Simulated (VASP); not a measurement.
A run of VASP 6.6.1 is set up as follows.

Contents of INCAR:

```
SYSTEM = CuO
  PREC = Accurate
  ENCUT = 520
  EDIFF = 1E-6
  ISMEAR = -1
  SIGMA = 0.05
  LREAL = .FALSE.
  LASPH = .TRUE.
  NELM = 60
  ALGO = Normal
  ISIF = 2
  LWAVE = .FALSE.
  LCHARG = .TRUE.
  GGA = RP
  LELF = .TRUE.
  LVHAR = .TRUE.
  NBANDS = 25
```

Contents of KPOINTS:

```
regular mesh
0
G
  8 8 6
  0 0 0
```

The input POSCAR:

```
CuO
1.0
    3.3521935935      0.0000000000      0.0000000000
    0.0000000000      3.3521935935      0.0000000000
    0.0000000000      0.0000000000      4.1734888825
Cu O
2 2
Direct
    0.0000000000      0.5000000000      0.0000000000
    0.5000000000      0.0000000000      0.5000000000
    0.0000000000      0.0000000000      0.2500000000
    0.0000000000      0.0000000000      0.7500000000
```

Potentials or basis: VASP PAW PBE potentials, release 64 (Cu, O).

Command:

```sh
$ cat potpaw_PBE.64/Cu/POTCAR potpaw_PBE.64/O/POTCAR > POTCAR
$ mpirun -np 1 vasp_std > vasp.out
```

(1) Estimate the pressure.

(2) Predict the band gap on the k mesh.

## Answers

(1) 10.6 GPa.

(2) zero (bands 17 and 18 overlap by 1.88 eV).

Caveat: the cell stands under pressure; the PAW data sets were made with another functional, which shifts forces and pressure a little; semilocal functionals often make such compounds metallic where correlation or magnetic order opens a gap, which also shifts bond lengths.
